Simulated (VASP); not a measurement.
# C (P6_3/mmc) in VASP: notebook

The runs below take C through single point, with PBE.

The COD entry that gives the cell may itself be a prediction, so a difference from it is no test against experiment.

Program: VASP 6.6.1. These are calculated values, not measurements. Logs are shortened: lines on timing, memory, paths and dates and some standing lists are left out, and cuts for length are marked.

### 1 The cell of the first run

The structure is hexagonal, space group P6_3/mmc (No. 194). The conventional cell has a = 2.520 Å, b = 2.520 Å, c = 12.429 Å, α = 90.00°, β = 90.00°, γ = 120.00°. C (site symmetry 3m) has 4 C at 1.55 to 1.57 Å within 2.1 Å. Within 2.1 Å of C (site symmetry 3m) lie 4 C at 1.54 to 1.55 Å. C (site symmetry 3m) has 4 C at 1.55 Å within 2.1 Å.

### 2 Single point, PBE

INCAR

```
SYSTEM = C
ALGO = Normal ; EDIFF = 1E-7
ENCUT = 520 ; GGA = PE
ISIF = 2 ; ISMEAR = 0
LASPH = .True. ; LCHARG = .True.
LELF = .True. ; LREAL = .False.
LVHAR = .True. ; LWAVE = .False.
NBANDS = 36 ; NELM = 100
PREC = Accurate ; SIGMA = 0.02
```

KPOINTS

```
k-points
0
Gamma
  12 12 2
  0 0 0
```

POSCAR

```
C
1.0
    2.5204761256      0.0000000000      0.0000000000
   -1.2602380628      2.1827963544      0.0000000000
    0.0000000000      0.0000000000     12.4289214365
C
12
Direct
    0.0000000000      0.0000000000      0.1868577048
    0.0000000000      0.0000000000      0.6868577048
    0.0000000000      0.0000000000      0.3131422952
    0.0000000000      0.0000000000      0.8131422952
    0.3333333333      0.6666666667      0.5207667974
    0.6666666667      0.3333333333      0.0207667974
    0.3333333333      0.6666666667      0.9792332026
    0.6666666667      0.3333333333      0.4792332026
    0.3333333333      0.6666666667      0.6450902117
    0.6666666667      0.3333333333      0.1450902117
    0.3333333333      0.6666666667      0.8549097883
    0.6666666667      0.3333333333      0.3549097883
```

Potentials or basis: VASP PAW PBE potentials, release 64 (C).

Run with:

```bash
$ cat potpaw_PBE.64/C/POTCAR > POTCAR
$ mpirun -np 1 vasp_std > vasp.out
```

OUTCAR:

```text
SYSTEM = C
   EDIFF = 1E-7
   ENCUT = 520
   GGA = PE
   ISIF = 2
   ISMEAR = 0
   LASPH = .True.
   LREAL = .False.
   NELM = 100
   PREC = Accurate

 ion  position               nearest neighbor table
   1  0.000  0.000  0.187-  10 1.55  10 1.55  10 1.55   3 1.57
   2  0.000  0.000  0.687-   9 1.55   9 1.55   9 1.55   4 1.57
   3  0.000  0.000  0.313-  12 1.55  12 1.55  12 1.55   1 1.57
   4  0.000  0.000  0.813-  11 1.55  11 1.55  11 1.55   2 1.57
   5  0.333  0.667  0.521-   8 1.54   8 1.54   8 1.54   9 1.55
   6  0.667  0.333  0.021-   7 1.54   7 1.54   7 1.54  10 1.55
   7  0.333  0.667  0.979-   6 1.54   6 1.54   6 1.54  11 1.55
   8  0.667  0.333  0.479-   5 1.54   5 1.54   5 1.54  12 1.55
   9  0.333  0.667  0.645-   2 1.55   2 1.55   2 1.55   5 1.55
  10  0.667  0.333  0.145-   1 1.55   1 1.55   1 1.55   6 1.55
  11  0.333  0.667  0.855-   4 1.55   4 1.55   4 1.55   7 1.55
  12  0.667  0.333  0.355-   3 1.55   3 1.55   3 1.55   8 1.55

  LATTYP: Found a hexagonal cell.
 ALAT       =     2.5204761256
 C/A-ratio  =     4.9311799903

  Lattice vectors:

 A1 = (   2.5204761256,   0.0000000000,   0.0000000000)
 A2 = (  -1.2602380628,   2.1827963544,   0.0000000000)
 A3 = (   0.0000000000,   0.0000000000,  12.4289214365)

Analysis of symmetry for initial positions (statically):
=====================================================================
 Subroutine PRICEL returns:
 Original cell was already a primitive cell.

 Routine SETGRP: Setting up the symmetry group for a
 hexagonal supercell.

 Subroutine GETGRP returns: Found 24 space group operations
 (whereof 12 operations were pure point group operations)
 out of a pool of 24 trial point group operations.

The static configuration has the point symmetry D_3d.
 The point group associated with its full space group is D_6h.

Analysis of symmetry for dynamics (positions and initial velocities):
=====================================================================
 Subroutine PRICEL returns:
 Original cell was already a primitive cell.

 Routine SETGRP: Setting up the symmetry group for a
 hexagonal supercell.

 Subroutine GETGRP returns: Found 24 space group operations
 (whereof 12 operations were pure point group operations)
 out of a pool of 24 trial point group operations.

The dynamic configuration has the point symmetry D_3d.
 The point group associated with its full space group is D_6h.

 Subroutine INISYM returns: Found 24 space group operations
 (whereof 12 operations are pure point group operations),
 and found     1 'primitive' translations

----------------------------------------------------------------------------------------

                                     Primitive cell

  volume of cell :      68.3800

  direct lattice vectors                    reciprocal lattice vectors
     2.520476126  0.000000000  0.000000000     0.396750435  0.229063971  0.000000000
    -1.260238063  2.182796354  0.000000000     0.000000000  0.458127941  0.000000000
     0.000000000  0.000000000 12.428921436     0.000000000  0.000000000  0.080457504

  length of vectors
     2.520476126  2.520476126 12.428921436     0.458127941  0.458127941  0.080457504

  position of ions in fractional coordinates (direct lattice)
     0.000000000  0.000000000  0.186857705
     0.000000000  0.000000000  0.686857705
     0.000000000  0.000000000  0.313142295
     0.000000000  0.000000000  0.813142295
     0.333333333  0.666666667  0.520766797
     0.666666667  0.333333333  0.020766797
     0.333333333  0.666666667  0.979233203
     0.666666667  0.333333333  0.479233203
     0.333333333  0.666666667  0.645090212
     0.666666667  0.333333333  0.145090212
     0.333333333  0.666666667  0.854909788
     0.666666667  0.333333333  0.354909788

  ion indices of the primitive-cell ions
   primitive index   ion index
                 1           1
                 2           2
                 3           3
                 4           4
                 5           5
                 6           6
                 7           7
                 8           8
                 9           9
                10          10
                11          11
                12          12

----------------------------------------------------------------------------------------

 KPOINTS: k-points

Automatic generation of k-mesh.
 Grid dimensions read from file:
 generate k-points for:   12   12    2

 Generating k-lattice:

  Cartesian coordinates                     Fractional coordinates (reciprocal lattice)
     0.033062536  0.019088664  0.000000000     0.083333333  0.000000000  0.000000000
     0.000000000  0.038177328  0.000000000     0.000000000  0.083333333  0.000000000
     0.000000000  0.000000000  0.040228752     0.000000000  0.000000000  0.500000000

  Length of vectors
     0.038177328  0.038177328  0.040228752

  Shift w.r.t. Gamma in fractional coordinates (k-lattice)
     0.000000000  0.000000000  0.000000000

 Subroutine IBZKPT returns following result:
 ===========================================

 Found     38 irreducible k-points:

 Following reciprocal coordinates:
            Coordinates               Weight
  0.000000  0.000000  0.000000      1.000000
  0.083333  0.000000  0.000000      6.000000
  0.166667 -0.000000  0.000000      6.000000
  0.250000  0.000000  0.000000      6.000000
  0.333333 -0.000000  0.000000      6.000000
  0.416667  0.000000  0.000000      6.000000
[... 16 lines left out ...]
  0.250000  0.000000  0.500000      6.000000
  0.333333 -0.000000  0.500000      6.000000
 [... further k-points ...]
   k-points           NKPTS =     38   k-points in BZ     NKDIM =     38   number of bands    NBANDS=     36
   number of dos      NEDOS =    301   number of ions     NIONS =     12
   total plane-waves  NPLWV =  38400
   dimension x,y,z NGX =    20 NGY =   20 NGZ =   96
   dimension x,y,z NGXF=    40 NGYF=   40 NGZF=  192
   ions per type =              12
   NGX,Y,Z   is equivalent  to a cutoff of  13.19, 13.19, 12.84 a.u.
   NGXF,Y,Z  is equivalent  to a cutoff of  26.38, 26.38, 25.68 a.u.
 SYSTEM =  C
   PREC   = accura    normal or accurate (medium, high low for compatibility)
   ISTART =      0    job   : 0-new  1-cont  2-samecut
   ICHARG =      2    charge: 1-file 2-atom 10-const
   ISPIN  =      1    spin polarized calculation?
   LNONCOLLINEAR =      F non collinear calculations
   LSORBIT =      F    spin-orbit coupling
   LASPH  =      T    aspherical Exc in radial PAW
   ENCUT  =  520.0 eV  38.22 Ry    6.18 a.u.   4.69  4.69 23.11*2*pi/ulx,y,z
   NELM   =    100;   NELMIN=  2; NELMDL= -5     # of ELM steps
   EDIFF  = 0.1E-06   stopping-criterion for ELM
   LREAL  =      F    real-space projection
   EDIFFG = 0.1E-05   stopping-criterion for IOM
   NSW    =      0    number of steps for IOM
   IBRION =     -1    ionic relax: 0-MD 1-quasi-New 2-CG
   NFREE  =      0    steps in history (QN), initial steepest desc. (CG)
   ISIF   =      2    stress and relaxation
   ISYM   =      2    0-nonsym 1-usesym 2-fastsym
   POTIM  = 0.5000    time-step for ionic-motion
   TEBEG  =    0.0;   TEEND  =   0.0 temperature during run
   PSTRESS=    0.0 pullay stress
   NELECT =      48.0000    total number of electrons
   NUPDOWN=      -1.0000    fix difference up-down
   EMIN   =  10.00;   EMAX   =-10.00  energy-range for DOS
   EFERMI =   0.00;   METHOD = LEGACY
   ISMEAR =     0;   SIGMA  =   0.02  broadening in eV -4-tet -1-fermi 0-gaus
   EFERMI_NEDOS =   21; number of points for ismear=-14 and -15
   IALGO  =     38    algorithm
   IMIX   =      4    mixing-type and parameters
     AMIX     =   0.40;   BMIX     =  1.00
     AMIX_MAG =   1.60;   BMIX_MAG =  1.00
  volume/ion in A,a.u.               =       5.70        38.45
  Fermi-wavevector in a.u.,A,eV,Ry     =   1.454941  2.749441 28.801553  2.116854
  Thomas-Fermi vector in A             =   2.572034
   LORBIT       =      0    0 simple, 1 ext, 2 COOP (PROOUT), +10 PAW based schemes
   GGA     = PE    functional components
   LHFCALC =     F    Hartree Fock is set to
   AEXX    =    0.0000 exact exchange contribution
   IVDW    =     0    specifies the selected vdW correction
   LEPSILON=     F    determine dielectric tensor
   LRPA    =     F    only Hartree local field effects (RPA)
 non-spin polarized calculation
 Gauss-broadening in eV      SIGMA  =   0.02
  energy-cutoff  :      520.00
  volume of cell :       68.38
 maximum number of plane-waves:      1882
 NGX is ok and might be reduce to    20
   NGX =  9   NGY =  9   NGZ = 47

 number of electron      47.9999996 magnetization

 Free energy of the ion-electron system (eV)
  ---------------------------------------------------
  ext. energy  EPLUGINS =         0.00000000
  ---------------------------------------------------
  free energy    TOTEN  =      -109.04395824 eV

  energy without entropy =     -109.04395824  energy(sigma->0) =     -109.04395824

 E-fermi :   9.8343     XC(G=0): -13.2264

 val. band max:        9.7500828121   @ k =   0.0000   0.0000   0.0000
 cond. band min:      14.1865683314   @ k =   0.3333  -0.0000   0.0000
 fundamental gap:      4.4364855193
 Fermi energy:         9.8342653795

 k-point     1 :       0.0000    0.0000    0.0000
  band No.  band energies     occupation
      1     -11.7622      2.00000
      2     -11.0420      2.00000
      3     -10.9646      2.00000
      4      -8.8112      2.00000
      5      -8.7491      2.00000
      6      -6.0823      2.00000
[... 28 lines left out ...]
     35      17.7103      0.00000
     36      17.8350      0.00000

 k-point     2 :       0.0833    0.0000    0.0000
  band No.  band energies     occupation
      1     -11.5912      2.00000
      2     -10.8720      2.00000
      3     -10.7950      2.00000
      4      -8.6458      2.00000
      5      -8.5845      2.00000
      6      -5.9301      2.00000
[... 28 lines left out ...]
     35      18.1482      0.00000
     36      18.3931      0.00000

 k-point     3 :       0.1667   -0.0000    0.0000
  band No.  band energies     occupation
      1     -11.0799      2.00000
      2     -10.3638      2.00000
      3     -10.2884      2.00000
      4      -8.1525      2.00000
      5      -8.0935      2.00000
      6      -5.4754      2.00000
[... 28 lines left out ...]
     35      18.4420      0.00000
     36      19.4340      0.00000

 k-point     4 :       0.2500    0.0000    0.0000
  band No.  band energies     occupation
      1     -10.2350      2.00000
      2      -9.5244      2.00000
      3      -9.4522      2.00000
      4      -7.3401      2.00000
      5      -7.2866      2.00000
      6      -4.7275      2.00000
[... 28 lines left out ...]
     35      19.0197      0.00000
     36      20.1854      0.00000

 k-point     5 :       0.3333   -0.0000    0.0000
  band No.  band energies     occupation
      1      -9.0714      2.00000
      2      -8.3694      2.00000
      3      -8.3061      2.00000
      4      -6.2346      2.00000
      5      -6.1964      2.00000
      6      -3.7210      2.00000
[... 655 lines left out ...]
 k-point    22 :       0.1667   -0.0000    0.5000
  band No.  band energies     occupation
      1     -10.8913      2.00000
      2     -10.8913      2.00000
      3      -9.3951      2.00000
      4      -9.3951      2.00000
      5      -6.5913      2.00000
      6      -6.5913      2.00000
[... 28 lines left out ...]
     35      18.9811      0.00000
     36      18.9817      0.00000

 k-point    23 :       0.2500    0.0000    0.5000
  band No.  band energies     occupation
      1     -10.0480      2.00000
      2     -10.0480      2.00000
      3      -8.5677      2.00000
      4      -8.5677      2.00000
      5      -5.8110      2.00000
      6      -5.8110      2.00000
[... 28 lines left out ...]
     35      19.4395      0.00000
     36      19.4395      0.00000

 k-point    24 :       0.3333   -0.0000    0.5000
  band No.  band energies     occupation
      1      -8.8874      2.00000
      2      -8.8874      2.00000
      3      -7.4364      2.00000
      4      -7.4364      2.00000
      5      -4.7672      2.00000
      6      -4.7672      2.00000
[... 28 lines left out ...]
     35      18.9977      0.00000
     36      18.9977      0.00000

 [... further k-points ...]
[... 5 lines left out ...]
  --------------------------------------------------------------------------------------
  -------------------------------------------------------------------------------------
  Total        0.2855107      0.2855107      0.2685508      0.0000000      0.0000000      0.0000000
  in kB        6.6896556      6.6896556      6.2922766      0.0000000      0.0000000      0.0000000
  external PRESSURE =       6.5571960 kB  Pullay stress =       0.0000000 kB

 VOLUME and BASIS-vectors are now :
 -----------------------------------------------------------------------------
  energy-cutoff  :      520.00
  volume of cell :       68.38
      direct lattice vectors                 reciprocal lattice vectors
     2.520476126  0.000000000  0.000000000     0.396750435  0.229063971  0.000000000
    -1.260238063  2.182796354  0.000000000     0.000000000  0.458127941  0.000000000
     0.000000000  0.000000000 12.428921436     0.000000000  0.000000000  0.080457504

 POSITION                                       TOTAL-FORCE (eV/Angst)
 -----------------------------------------------------------------------------------
      0.00000      0.00000      2.32244        -0.000000     -0.000000      0.004454
      0.00000      0.00000      8.53690        -0.000000     -0.000000      0.004454
      0.00000      0.00000      3.89202        -0.000000      0.000000     -0.004454
      0.00000      0.00000     10.10648        -0.000000     -0.000000     -0.004454
     -0.00000      1.45520      6.47257         0.000000     -0.000000      0.000290
      1.26024      0.72760      0.25811        -0.000000     -0.000000      0.000290
     -0.00000      1.45520     12.17081         0.000000     -0.000000     -0.000290
      1.26024      0.72760      5.95635         0.000000      0.000000     -0.000290
     -0.00000      1.45520      8.01778         0.000000      0.000000      0.000973
      1.26024      0.72760      1.80331         0.000000     -0.000000      0.000973
     -0.00000      1.45520     10.62561        -0.000000     -0.000000     -0.000973
      1.26024      0.72760      4.41115        -0.000000      0.000000     -0.000973
 -----------------------------------------------------------------------------------
    total drift:                                0.000000      0.000000      0.000000

  FREE ENERGIE OF THE ION-ELECTRON SYSTEM (eV)
  ---------------------------------------------------
  free  energy   TOTEN  =      -109.0439582382 eV

  energy  without entropy=     -109.0439582382  energy(sigma->0) =     -109.04395824
```

Run time: 47 s. Hardware: 1 thread of Intel Xeon 6975P-C (Granite Rapids), shared host; peak memory 0.2 GiB.

What came out:

```
Free energy            : -109.0440 eV
Pressure               : 0.7 GPa
Largest force          : 0.004 eV/Å
Band gap on the k mesh : 4.44 eV, indirect (least direct gap 5.38 eV)
```

Forces in eV/Å, atoms in the order of the input:
```
C    0.000  0.000  0.004
C    0.000  0.000  0.004
C    0.000  0.000 -0.004
C    0.000  0.000 -0.004
C    0.000  0.000  0.000
C    0.000  0.000  0.000
C    0.000  0.000  0.000
C    0.000  0.000  0.000
C    0.000  0.000  0.001
C    0.000  0.000  0.001
C    0.000  0.000 -0.001
C    0.000  0.000 -0.001
```

Levels at points of the mesh, in eV from the valence-band top:
```
           k point  band 20  band 21  band 22  band 23  band 24  band 25  band 26  band 27  band 28  band 29
(0.00, 0.00, 0.00)    -0.97    -0.97    -0.15     0.00     0.00     5.38     5.38     5.50     6.46     6.46
(0.50, 0.00, 0.00)    -4.37    -4.06    -4.01    -3.60    -2.90     4.61     5.21     5.27     5.59     6.67
(0.00, 0.00, 0.50)    -1.36    -0.32    -0.32    -0.32    -0.32     5.76     5.76     5.76     5.76     6.19
(0.50, 0.00, 0.50)    -4.92    -3.76    -3.76    -3.24    -3.24     4.78     4.78     5.82     5.82     6.03
```

A k mesh can miss the band edges. As with any semilocal functional, this PBE gap is likely too small.

(Continued in part 2 of 2.)
